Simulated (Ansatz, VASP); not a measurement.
# Two plane-wave programs on SnS

```
CELL_PARAMETERS angstrom
10.90492 0.00000 0.00000
0.00000 3.95483 0.00000
0.00000 0.00000 4.11145
ATOMIC_POSITIONS crystal
Sn 0.61719 0.25000 0.40717
Sn 0.38281 0.75000 0.59283
Sn 0.88281 0.75000 0.90717
Sn 0.11719 0.25000 0.09283
S 0.35526 0.25000 0.02400
S 0.64474 0.75000 0.97600
S 0.14474 0.75000 0.52400
S 0.85526 0.25000 0.47600
```

Alike in both runs: task single point; functional PBEsol; dispersion D3(BJ); k mesh 4 × 10 × 10; occupations gaussian, width 0.02 eV; no spin polarisation.

|  | VASP | Ansatz |
| --- | --- | --- |
| version | VASP 6.6.1 | Ansatz 0.2.0 |
| potentials or method | VASP PAW PBE potentials, release 64 (Sn_d, S), cutoff 500 eV | scalar-relativistic, plane waves, PAW |
| valence electrons in the cell | 80 | 80 |

VASP gave:

```
gap on the k mesh at the Fermi level (eV) : 0.35
least direct gap on the mesh (eV)         : 0.43
pressure (GPa)                            : 0.0
rms of the force components (eV/Å)        : 0.003
```

Problem. What did Ansatz give for the same quantities?

Solution. gap on the k mesh at the Fermi level (eV): 0.35; least direct gap on the mesh (eV): 0.43; pressure (GPa): 0.0; rms of the force components (eV/Å): 0.001.

VASP's potentials were made for PBE, not for PBEsol. Atom by atom the forces differ by 0.004 eV/Å (rms over components).
